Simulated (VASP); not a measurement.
# ScGa3P2 (P4/mmm) in VASP: a series of runs

The runs below take ScGa3P2 through single point, relaxation of cell and atoms, with PBE.

Everything below comes from runs of VASP 6.6.1. Logs are shortened: lines on timing, memory, paths and dates and some standing lists are left out, and cuts for length are marked.

## 1. The cell of the first run

It takes space group P4/mmm (No. 123, tetragonal). The conventional cell has a = 3.861 Å, b = 3.861 Å, c = 7.528 Å, α = 90.00°, β = 90.00°, γ = 90.00°. Within 2.6 Å of Sc (site symmetry 4/mmm) lie 4 P at 1.93 Å. Ga (site symmetry 4/mmm) has 12 Ga at 3.28 to 3.86 Å and 2 Sc at 3.76 Å and 8 P at 4.23 Å within 4.3 Å. Within 3.7 Å of Ga (site symmetry 4mm) lie 4 P at 2.74 Å and 5 Ga at 3.28 to 3.63 Å and 4 Sc at 3.36 Å. P (site symmetry mmm) has 2 Sc at 1.93 Å within 2.6 Å.

The cell was generated, and may not be a known phase.

## 2. Single point, PBE

Input file INCAR:

```
SYSTEM = ScGa3P2
PREC     = Accurate       ! precision mode
ENCUT    = 520            ! plane-wave cutoff, eV
EDIFF    = 1E-7           ! SCF threshold, eV
ISMEAR   = 0              ! smearing method
SIGMA    = 0.1            ! smearing width, eV
LREAL    = .False.        ! projectors in reciprocal space
LASPH    = .True.         ! aspherical terms in the spheres
NELM     = 100            ! most SCF steps
ALGO     = Fast           ! electronic algorithm
ISIF     = 2              ! what is computed and relaxed
LWAVE    = .False.        ! write WAVECAR
LCHARG   = .False.        ! write CHGCAR
GGA      = PE             ! functional
NBANDS   = 39             ! bands
```

Input file KPOINTS:

```
regular mesh
0
Gamma
  4 4 2
  0 0 0
```

Input file POSCAR:

```
ScGa3P2
1.0
    3.8613309300      0.0000000000      0.0000000000
    0.0000000000      3.8613309300      0.0000000000
    0.0000000000      0.0000000000      7.5284309300
Sc Ga P
1 3 2
Direct
    0.5000000000      0.5000000000      0.0000000000
    0.5000000000      0.5000000000      0.5000000000
    0.0000000000      0.0000000000      0.2590638300
    0.0000000000      0.0000000000      0.7409361700
    0.0000000000      0.5000000000      0.0000000000
    0.5000000000      0.0000000000      0.0000000000
```

Potentials or basis: VASP PAW PBE potentials, release 64 (Sc_sv, Ga_d, P).

Launch:

```
> cat potpaw_PBE.64/Sc_sv/POTCAR potpaw_PBE.64/Ga_d/POTCAR potpaw_PBE.64/P/POTCAR > POTCAR
> mpirun -np 1 vasp_std > vasp.out
```

OUTCAR:

```text
SYSTEM = ScGa3P2
   PREC = Accurate
   ENCUT = 520
   EDIFF = 1E-7
   ISMEAR = 0
   LREAL = .False.
   LASPH = .True.
   NELM = 100
   ISIF = 2
   GGA = PE

 ion  position               nearest neighbor table
   1  0.500  0.500  0.000-   5 1.93   6 1.93   6 1.93   5 1.93
   2  0.500  0.500  0.500-
   3  0.000  0.000  0.259-   5 2.74   6 2.74   5 2.74   6 2.74
   4  0.000  0.000  0.741-   5 2.74   6 2.74   5 2.74   6 2.74
   5  0.000  0.500  0.000-   1 1.93   1 1.93   6 2.73   6 2.73   6 2.73   6 2.73   4 2.74   3 2.74
                             3 2.74   4 2.74
   6  0.500  0.000  0.000-   1 1.93   1 1.93   5 2.73   5 2.73   5 2.73   5 2.73   3 2.74   4 2.74
                             4 2.74   3 2.74

  LATTYP: Found a simple tetragonal cell.
 ALAT       =     3.8613309300
 C/A-ratio  =     1.9496984502

  Lattice vectors:

 A1 = (   3.8613309300,   0.0000000000,   0.0000000000)
 A2 = (   0.0000000000,   3.8613309300,   0.0000000000)
 A3 = (   0.0000000000,   0.0000000000,   7.5284309300)

Analysis of symmetry for initial positions (statically):
=====================================================================
 Subroutine PRICEL returns:
 Original cell was already a primitive cell.

 Routine SETGRP: Setting up the symmetry group for a
 simple tetragonal supercell.

 Subroutine GETGRP returns: Found 16 space group operations
 (whereof 16 operations were pure point group operations)
 out of a pool of 16 trial point group operations.

The static configuration has the point symmetry D_4h.

Analysis of symmetry for dynamics (positions and initial velocities):
=====================================================================
 Subroutine PRICEL returns:
 Original cell was already a primitive cell.

 Routine SETGRP: Setting up the symmetry group for a
 simple tetragonal supercell.

 Subroutine GETGRP returns: Found 16 space group operations
 (whereof 16 operations were pure point group operations)
 out of a pool of 16 trial point group operations.

The dynamic configuration has the point symmetry D_4h.

 Subroutine INISYM returns: Found 16 space group operations
 (whereof 16 operations are pure point group operations),
 and found     1 'primitive' translations

----------------------------------------------------------------------------------------

                                     Primitive cell

  volume of cell :     112.2480

  direct lattice vectors                    reciprocal lattice vectors
     3.861330930  0.000000000  0.000000000     0.258978062  0.000000000  0.000000000
     0.000000000  3.861330930  0.000000000     0.000000000  0.258978062  0.000000000
     0.000000000  0.000000000  7.528430930     0.000000000  0.000000000  0.132829803

  length of vectors
     3.861330930  3.861330930  7.528430930     0.258978062  0.258978062  0.132829803

  position of ions in fractional coordinates (direct lattice)
     0.500000000  0.500000000  0.000000000
     0.500000000  0.500000000  0.500000000
     0.000000000  0.000000000  0.259063830
     0.000000000  0.000000000  0.740936170
     0.000000000  0.500000000  0.000000000
     0.500000000  0.000000000  0.000000000

  ion indices of the primitive-cell ions
   primitive index   ion index
                 1           1
                 2           2
                 3           3
                 4           4
                 5           5
                 6           6

----------------------------------------------------------------------------------------

 KPOINTS: regular mesh

Automatic generation of k-mesh.
 Grid dimensions read from file:
 generate k-points for:    4    4    2

 Generating k-lattice:

  Cartesian coordinates                     Fractional coordinates (reciprocal lattice)
     0.064744515  0.000000000  0.000000000     0.250000000  0.000000000  0.000000000
     0.000000000  0.064744515  0.000000000     0.000000000  0.250000000  0.000000000
     0.000000000  0.000000000  0.066414902     0.000000000  0.000000000  0.500000000

  Length of vectors
     0.064744515  0.064744515  0.066414902

  Shift w.r.t. Gamma in fractional coordinates (k-lattice)
     0.000000000  0.000000000  0.000000000

 Subroutine IBZKPT returns following result:
 ===========================================

 Found     12 irreducible k-points:

 Following reciprocal coordinates:
            Coordinates               Weight
  0.000000  0.000000  0.000000      1.000000
  0.250000  0.000000  0.000000      4.000000
  0.500000  0.000000  0.000000      2.000000
  0.250000  0.250000  0.000000      4.000000
  0.500000  0.250000  0.000000      4.000000
  0.500000  0.500000  0.000000      1.000000
  0.000000  0.000000  0.500000      1.000000
  0.250000  0.000000  0.500000      4.000000
  0.500000  0.000000  0.500000      2.000000
  0.250000  0.250000  0.500000      4.000000
  0.500000  0.250000  0.500000      4.000000
  0.500000  0.500000  0.500000      1.000000
   k-points           NKPTS =     12   k-points in BZ     NKDIM =     12   number of bands    NBANDS=     39
   number of dos      NEDOS =    301   number of ions     NIONS =      6
   total plane-waves  NPLWV =  50400
   dimension x,y,z NGX =    30 NGY =   30 NGZ =   56
   dimension x,y,z NGXF=    60 NGYF=   60 NGZF=  112
   ions per type =               1   3   2
   NGX,Y,Z   is equivalent  to a cutoff of  12.92, 12.92, 12.37 a.u.
   NGXF,Y,Z  is equivalent  to a cutoff of  25.83, 25.83, 24.73 a.u.
 SYSTEM =  ScGa3P2
   PREC   = accura    normal or accurate (medium, high low for compatibility)
   ISTART =      0    job   : 0-new  1-cont  2-samecut
   ICHARG =      2    charge: 1-file 2-atom 10-const
   ISPIN  =      1    spin polarized calculation?
   LNONCOLLINEAR =      F non collinear calculations
   LSORBIT =      F    spin-orbit coupling
   LASPH  =      T    aspherical Exc in radial PAW
   ENCUT  =  520.0 eV  38.22 Ry    6.18 a.u.   7.18  7.18 14.00*2*pi/ulx,y,z
   NELM   =    100;   NELMIN=  2; NELMDL= -5     # of ELM steps
   EDIFF  = 0.1E-06   stopping-criterion for ELM
   LREAL  =      F    real-space projection
   EDIFFG = 0.1E-05   stopping-criterion for IOM
   NSW    =      0    number of steps for IOM
   IBRION =     -1    ionic relax: 0-MD 1-quasi-New 2-CG
   NFREE  =      0    steps in history (QN), initial steepest desc. (CG)
   ISIF   =      2    stress and relaxation
   ISYM   =      2    0-nonsym 1-usesym 2-fastsym
   POTIM  = 0.5000    time-step for ionic-motion
   TEBEG  =    0.0;   TEEND  =   0.0 temperature during run
   PSTRESS=    0.0 pullay stress
   NELECT =      60.0000    total number of electrons
   NUPDOWN=      -1.0000    fix difference up-down
   EMIN   =  10.00;   EMAX   =-10.00  energy-range for DOS
   EFERMI =   0.00;   METHOD = LEGACY
   ISMEAR =     0;   SIGMA  =   0.10  broadening in eV -4-tet -1-fermi 0-gaus
   EFERMI_NEDOS =   21; number of points for ismear=-14 and -15
   IALGO  =     68    algorithm
   IMIX   =      4    mixing-type and parameters
     AMIX     =   0.40;   BMIX     =  1.00
     AMIX_MAG =   1.60;   BMIX_MAG =  1.00
  volume/ion in A,a.u.               =      18.71       126.25
  Fermi-wavevector in a.u.,A,eV,Ry     =   1.328615  2.510718 24.017238  1.765217
  Thomas-Fermi vector in A             =   2.457839
   LORBIT       =      0    0 simple, 1 ext, 2 COOP (PROOUT), +10 PAW based schemes
   GGA     = PE    functional components
   LHFCALC =     F    Hartree Fock is set to
   AEXX    =    0.0000 exact exchange contribution
   IVDW    =     0    specifies the selected vdW correction
   LEPSILON=     F    determine dielectric tensor
   LRPA    =     F    only Hartree local field effects (RPA)
 non-spin polarized calculation
 RMM-DIIS sequential band-by-band and
 Gauss-broadening in eV      SIGMA  =   0.10
  energy-cutoff  :      520.00
  volume of cell :      112.25
 maximum number of plane-waves:      3064
 NGX is ok and might be reduce to    30
   NGX = 15   NGY = 15   NGZ = 27

 number of electron      60.0000037 magnetization

 Free energy of the ion-electron system (eV)
  ---------------------------------------------------
  ext. energy  EPLUGINS =         0.00000000
  ---------------------------------------------------
  free energy    TOTEN  =       -14.93235570 eV

  energy without entropy =      -14.89962625  energy(sigma->0) =      -14.91599097

 E-fermi :   5.9312     XC(G=0): -10.4558

 val. band max:        5.9149725118   @ k =   0.5000   0.2500   0.0000
 cond. band min:       5.9312815181   @ k =   0.2500   0.0000   0.0000
 fundamental gap:      0.0163090063
 Fermi energy:         5.9312067408

 k-point     1 :       0.0000    0.0000    0.0000
  band No.  band energies     occupation
      1     -41.9298      2.00000
      2     -21.7385      2.00000
      3     -21.7385      2.00000
      4     -20.3751      2.00000
      5      -9.1797      2.00000
      6      -9.1714      2.00000
[... 31 lines left out ...]
     38       9.8809      0.00000
     39      10.0609      0.00000

 k-point     2 :       0.2500    0.0000    0.0000
  band No.  band energies     occupation
      1     -41.9223      2.00000
      2     -21.8639      2.00000
      3     -21.7330      2.00000
      4     -20.3689      2.00000
      5      -9.1689      2.00000
      6      -9.1638      2.00000
[... 31 lines left out ...]
     38      10.3822      0.00000
     39      10.9779      0.00000

 k-point     3 :       0.5000    0.0000    0.0000
  band No.  band energies     occupation
      1     -41.9147      2.00000
      2     -21.9851      2.00000
      3     -21.7274      2.00000
      4     -20.3626      2.00000
      5      -9.1927      2.00000
      6      -9.1763      2.00000
[... 328 lines left out ...]
 k-point    11 :       0.5000    0.2500    0.5000
  band No.  band energies     occupation
      1     -41.9073      2.00000
      2     -21.9758      2.00000
      3     -21.8488      2.00000
      4     -20.3570      2.00000
      5      -9.1764      2.00000
      6      -9.1661      2.00000
[... 31 lines left out ...]
     38      10.7765      0.00000
     39      10.8986      0.00000

 k-point    12 :       0.5000    0.5000    0.5000
  band No.  band energies     occupation
      1     -41.8998      2.00000
      2     -21.9664      2.00000
      3     -21.9664      2.00000
      4     -20.3513      2.00000
      5      -9.1751      2.00000
      6      -9.1751      2.00000
[... 31 lines left out ...]
     38       9.9487      0.00000
     39      10.6188      0.00000

------------------------ aborting loop because EDIFF is reached ----------------------------------------

  FORCE on cell =-STRESS in cart. coord.  units (eV):
  Direction    XX          YY          ZZ          XY          YZ          ZX
  --------------------------------------------------------------------------------------
  -------------------------------------------------------------------------------------
  Total       37.9226004     37.9226004      1.0343366      0.0000000     -0.0000000      0.0000000
  in kB      541.2902127    541.2902127     14.7636577      0.0000000     -0.0000000      0.0000000
  external PRESSURE =     365.7813610 kB  Pullay stress =       0.0000000 kB

 VOLUME and BASIS-vectors are now :
 -----------------------------------------------------------------------------
  energy-cutoff  :      520.00
  volume of cell :      112.25
      direct lattice vectors                 reciprocal lattice vectors
     3.861330930  0.000000000  0.000000000     0.258978062  0.000000000  0.000000000
     0.000000000  3.861330930  0.000000000     0.000000000  0.258978062  0.000000000
     0.000000000  0.000000000  7.528430930     0.000000000  0.000000000  0.132829803

 POSITION                                       TOTAL-FORCE (eV/Angst)
 -----------------------------------------------------------------------------------
      1.93067      1.93067      0.00000         0.000000      0.000000      0.000000
      1.93067      1.93067      3.76422         0.000000      0.000000      0.000000
      0.00000      0.00000      1.95034         0.000000     -0.000000      1.112528
      0.00000      0.00000      5.57809         0.000000     -0.000000     -1.112528
      0.00000      1.93067      0.00000         0.000000      0.000000      0.000000
      1.93067      0.00000      0.00000         0.000000      0.000000      0.000000
 -----------------------------------------------------------------------------------
    total drift:                                0.000000      0.000000      0.000000

  FREE ENERGIE OF THE ION-ELECTRON SYSTEM (eV)
  ---------------------------------------------------
  free  energy   TOTEN  =       -14.9323557020 eV

  energy  without entropy=      -14.8996262453  energy(sigma->0) =      -14.91599097
```

Run time: 69 s. Hardware: 1 thread of Oxide Virtual Turin-like, shared host; peak memory 0.2 GiB.

What came out:

```yaml
Free_energy: -14.9324 eV
Pressure: 36.6 GPa
Largest_force: 1.113 eV/Å
Band_gap_on_the_k_mesh: zero (bands 30 and 31 overlap by 2.12 eV)
```

Forces on the atoms (eV/Å):
```
Sc   0.000  0.000  0.000
Ga   0.000  0.000  0.000
Ga   0.000  0.000  1.113
Ga   0.000  0.000 -1.113
P    0.000  0.000  0.000
P    0.000  0.000  0.000
```

Caveat: the k points lie up to 0.42 Å⁻¹ apart, too coarse for converged energies and pressures of a metal; forces of over 1 eV/Å act on the atoms, so gaps and moduli don't describe the material at rest.

(Continued in part 2 of 3.)

The gap in the log of VASP goes by the Fermi energy; the results here count the filled bands.